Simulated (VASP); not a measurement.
# ScCuC4N4 (P-43m) in VASP: notebook, part 2 of 2

VASP 6.6.1. Earlier steps stand in the parts before.

**4. Single point, PBE, collinear spin**

This run uses another cell than the first one, of 23.18 Å³/atom.

File INCAR:

```
PREC = Accurate ; ENCUT = 520
EDIFF = 1E-6 ; ISMEAR = 0
SIGMA = 0.1 ; LREAL = F
LASPH = T ; NELM = 150
ALGO = Normal ; ISIF = 2
LWAVE = F ; LCHARG = T
ISPIN = 2 ; MAGMOM = 0 1 0 0 0 0 0 0 0 0
LORBIT = 11 ; LMAXMIX = 4
GGA = PE ; LELF = T
LVHAR = T ; NBANDS = 44
```

File KPOINTS:

```
regular mesh
0
Gamma
  4 4 4
```

File POSCAR:

```
ScCuC4N4
1.0
    6.1427878849      0.0000000000      0.0000000000
    0.0000000000      6.1427878849      0.0000000000
    0.0000000000      0.0000000000      6.1427878849
Sc Cu C N
1 1 4 4
Direct
    0.0000000000      0.0000000000      0.0000000000
    0.5000000000      0.5000000000      0.5000000000
    0.2084184400      0.2084184400      0.2084184400
    0.2084184400      0.7915815600      0.7915815600
    0.7915815600      0.2084184400      0.7915815600
    0.7915815600      0.7915815600      0.2084184400
    0.3182590293      0.3182590293      0.3182590293
    0.3182590293      0.6817409707      0.6817409707
    0.6817409707      0.3182590293      0.6817409707
    0.6817409707      0.6817409707      0.3182590293
```

Potentials or basis: VASP PAW PBE potentials, release 64 (Sc_sv, Cu, C, N).

Launch:

```console
$ cat potpaw_PBE.64/Sc_sv/POTCAR potpaw_PBE.64/Cu/POTCAR potpaw_PBE.64/C/POTCAR potpaw_PBE.64/N/POTCAR > POTCAR
$ mpirun -np 1 vasp_std > vasp.out
```

OUTCAR:

```text
PREC = Accurate
   ENCUT = 520
   EDIFF = 1E-6
   ISMEAR = 0
   LREAL = F
   LASPH = T
   NELM = 150
   ISIF = 2
   ISPIN = 2
   LORBIT = 11
   GGA = PE

 ion  position               nearest neighbor table
   1  0.000  0.000  0.000-   3 2.22   4 2.22   5 2.22   6 2.22
   2  0.500  0.500  0.500-   7 1.93   8 1.93   9 1.93  10 1.93
   3  0.208  0.208  0.208-   7 1.17   1 2.22
   4  0.208  0.792  0.792-   8 1.17   1 2.22
   5  0.792  0.208  0.792-   9 1.17   1 2.22
   6  0.792  0.792  0.208-  10 1.17   1 2.22
   7  0.318  0.318  0.318-   3 1.17   2 1.93
   8  0.318  0.682  0.682-   4 1.17   2 1.93
   9  0.682  0.318  0.682-   5 1.17   2 1.93
  10  0.682  0.682  0.318-   6 1.17   2 1.93

  LATTYP: Found a simple cubic cell.
 ALAT       =     6.1427878849

  Lattice vectors:

 A1 = (   6.1427878849,   0.0000000000,   0.0000000000)
 A2 = (   0.0000000000,   6.1427878849,   0.0000000000)
 A3 = (   0.0000000000,   0.0000000000,   6.1427878849)

Analysis of symmetry for initial positions (statically):
[... 1098 lines left out ...]
      direct lattice vectors                 reciprocal lattice vectors
     6.142787885  0.000000000  0.000000000     0.162792533  0.000000000  0.000000000
     0.000000000  6.142787885  0.000000000     0.000000000  0.162792533  0.000000000
     0.000000000  0.000000000  6.142787885     0.000000000  0.000000000  0.162792533

 POSITION                                       TOTAL-FORCE (eV/Angst)
 -----------------------------------------------------------------------------------
      0.00000      0.00000      0.00000        -0.000000     -0.000000     -0.000000
      3.07139      3.07139      3.07139        -0.000000     -0.000000     -0.000000
      1.28027      1.28027      1.28027        -0.211847     -0.211847     -0.211847
      1.28027      4.86252      4.86252        -0.211847      0.211847      0.211847
      4.86252      1.28027      4.86252         0.211847     -0.211847      0.211847
      4.86252      4.86252      1.28027         0.211847      0.211847     -0.211847
      1.95500      1.95500      1.95500         0.197618      0.197618      0.197618
      1.95500      4.18779      4.18779         0.197618     -0.197618     -0.197618
      4.18779      1.95500      4.18779        -0.197618      0.197618     -0.197618
      4.18779      4.18779      1.95500        -0.197618     -0.197618      0.197618
 -----------------------------------------------------------------------------------
    total drift:                               -0.000000     -0.000000     -0.000000

  FREE ENERGIE OF THE ION-ELECTRON SYSTEM (eV)
  ---------------------------------------------------
  free  energy   TOTEN  =       -78.2326245585 eV

  energy  without entropy=      -78.2326245585  energy(sigma->0) =      -78.23262456

 total charge

# of ion       s       p       d       tot
------------------------------------------
    1        2.241   6.181   0.938   9.359
    2        0.354   0.494   9.174  10.022
    3        0.962   1.660   0.000   2.622
    4        0.962   1.660   0.000   2.622
    5        0.962   1.660   0.000   2.622
    6        0.962   1.660   0.000   2.622
    7        1.311   2.549   0.000   3.860
    8        1.311   2.549   0.000   3.860
    9        1.311   2.549   0.000   3.860
   10        1.311   2.549   0.000   3.860
--------------------------------------------------
tot         11.687  23.509  10.112  45.308

 magnetization (x)

# of ion       s       p       d       tot
------------------------------------------
    1       -0.000   0.000   0.000   0.000
    2       -0.000  -0.000  -0.000  -0.000
    3        0.000   0.000   0.000   0.000
    4        0.000   0.000   0.000   0.000
    5        0.000   0.000   0.000   0.000
    6        0.000   0.000   0.000   0.000
    7        0.000  -0.000   0.000  -0.000
    8        0.000  -0.000   0.000  -0.000
    9        0.000  -0.000   0.000  -0.000
   10        0.000  -0.000   0.000  -0.000
--------------------------------------------------
tot          0.000  -0.000  -0.000  -0.000
```

OSZICAR:

```text
N       E                     dE             d eps       ncg     rms          rms(c)
DAV:   1     0.638907554218E+03    0.63891E+03   -0.22904E+04  1760   0.120E+03
DAV:   2     0.438419902993E+02   -0.59507E+03   -0.56040E+03  1808   0.349E+02
DAV:   3    -0.835241607149E+02   -0.12737E+03   -0.12360E+03  2752   0.164E+02
[... 13 lines left out ...]
DAV:  17    -0.782326238453E+02   -0.60157E-04   -0.12771E-03  2816   0.245E-01    0.195E-02
DAV:  18    -0.782326234831E+02    0.36223E-06   -0.25855E-05  2552   0.234E-02    0.142E-02
DAV:  19    -0.782326254601E+02   -0.19770E-05   -0.12450E-05  2520   0.206E-02    0.878E-03
DAV:  20    -0.782326244046E+02    0.10555E-05   -0.60465E-06  1728   0.355E-02    0.341E-03
DAV:  21    -0.782326245585E+02   -0.15390E-06   -0.11105E-06  1092   0.946E-03
   1 F= -.78232625E+02 E0= -.78232625E+02  d E =-.158595E-11  mag=    -0.0000
```

It took 3.7 min on 1 thread of Intel Xeon 6975P-C (Granite Rapids), shared host; peak memory 0.51 GiB.

What came out:

```
Free energy                                           : -78.2326 eV
Pressure                                              : 0.7 GPa
Largest force                                         : 0.367 eV/Å
Band gap on the k mesh                                : 1.67 eV (least direct gap 1.69 eV)
Net moment                                            : 0.00 μB per cell
Valence electrons inside the program's atomic spheres : Sc 9.36; Cu 10.02; C 2.62; N 3.86
```

Forces on the atoms (eV/Å):
```
Sc   0.000  0.000  0.000
Cu   0.000  0.000  0.000
C   -0.212 -0.212 -0.212
C   -0.212  0.212  0.212
C    0.212 -0.212  0.212
C    0.212  0.212 -0.212
N    0.198  0.198  0.198
N    0.198 -0.198 -0.198
N   -0.198  0.198 -0.198
N   -0.198 -0.198  0.198
```

Levels at points of the mesh, in eV from the valence-band top:
Spin up:
```csv
k point,band 27,band 28,band 29,band 30,band 31,band 32
"(0.00, 0.00, 0.00)",-0.03,-0.03,-0.03,1.71,1.71,2.23
"(0.50, 0.00, 0.00)",-0.08,-0.03,-0.03,1.67,1.69,2.31
"(0.50, 0.50, 0.00)",-0.11,0.00,0.00,1.69,1.70,2.44
"(0.50, 0.50, 0.50)",-0.02,-0.02,-0.02,1.73,1.73,2.37
```
Spin down:
| k point | band 26 | band 27 | band 28 | band 29 | band 30 | band 31 | band 32 | band 33 |
| --- | --- | --- | --- | --- | --- | --- | --- | --- |
| (0.00, 0.00, 0.00) | -0.83 | -0.03 | -0.03 | -0.03 | 1.71 | 1.71 | 2.23 | 2.23 |
| (0.50, 0.00, 0.00) | -0.70 | -0.08 | -0.03 | -0.03 | 1.67 | 1.69 | 2.31 | 2.49 |
| (0.50, 0.50, 0.00) | -0.68 | -0.11 | 0.00 | 0.00 | 1.69 | 1.70 | 2.44 | 2.44 |
| (0.50, 0.50, 0.50) | -0.78 | -0.02 | -0.02 | -0.02 | 1.73 | 1.73 | 2.37 | 2.37 |

A k mesh can miss the band edges.

**5. Summary**

| spin | cell | k mesh | smearing | gap on the mesh (eV) | pressure (GPa) | moment (μB) | largest force (eV/Å) |
| --- | --- | --- | --- | --- | --- | --- | --- |
| off | a = 6.153 Å, 10 atoms, atomic positions A | 6 × 6 × 6 | gaussian 0.02 eV | 1.65 | 0.5 | - | 0.36 |
| collinear | a = 6.004 Å, 10 atoms, atomic positions B | 4 × 4 × 4 | gaussian 0.1 eV | 1.98 | 5.5 | 0.00 | 2.80 |
| collinear | a = 6.143 Å, 10 atoms, atomic positions C | 4 × 4 × 4 | gaussian 0.1 eV | 1.67 | 0.7 | 0.00 | 0.37 |

Alike in all rows: task single point; level PBE; potentials or basis VASP PAW PBE potentials, release 64 (Sc_sv, Cu, C, N); cutoff (eV) 520.

Caveats: the cell stands under pressure (at least some runs); forces of over 1 eV/Å act on the atoms, so gaps and moduli don't describe the material at rest (at least some runs).

Total energies depend on the potentials used, so only differences within one code and one set of settings carry meaning.
